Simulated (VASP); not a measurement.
# Ti: single point with PBEsol

Ti:

```
Ti
1.0
    -1.73235    1.73235    1.47250
     1.73235   -1.73235    1.47250
     1.73235    1.73235   -1.47250
Ti
1
Direct
  0.00000 0.00000 0.00000
```

This cell differs from its parent crystal: ratio of the length along z to the lengths across it x 0.85, volume and fractional coordinates fixed.

```
Program             : VASP 6.6.1
Task                : single point
Functional          : PBEsol
Potentials or basis : VASP PAW PBE potentials, release 64 (Ti_sv)
Cutoff              : 520 eV
k mesh              : 22 × 22 × 22
Occupations         : gaussian, width 0.15 eV
Spin                : no spin polarisation
```

```yaml
Pressure: -6.8 GPa
Band_gap_on_the_k_mesh: zero (band 6 reaches 8.64 eV, above the bottom of band 7 at 7.25 eV)
```

Stress tensor (GPa, compression positive):
```
-7.11  0.00  0.00
 0.00 -7.11  0.00
 0.00  0.00 -6.07
```

Levels at points of the mesh, in eV from the Fermi level:
```tsv
k point	band 4	band 5	band 6	band 7	band 8	band 9
(0.00, 0.00, 0.00)	-32.32	-5.95	0.21	1.47	1.47	1.76
(0.50, 0.00, 0.00)	-32.41	-2.43	-0.81	1.54	2.53	3.67
(0.50, 0.50, 0.00)	-32.32	-2.50	0.38	0.61	1.67	2.61
(0.50, 0.50, 0.50)	-32.63	-2.27	-1.91	3.75	3.75	4.00
```

Run time: 2.9 min on 1 thread of Intel(R) Xeon(R) Platinum 8488C (Sapphire Rapids), with other jobs on the host, peak memory 0.28 GiB.

Caveat: the PAW data sets were made with another functional, which shifts forces and pressure a little.
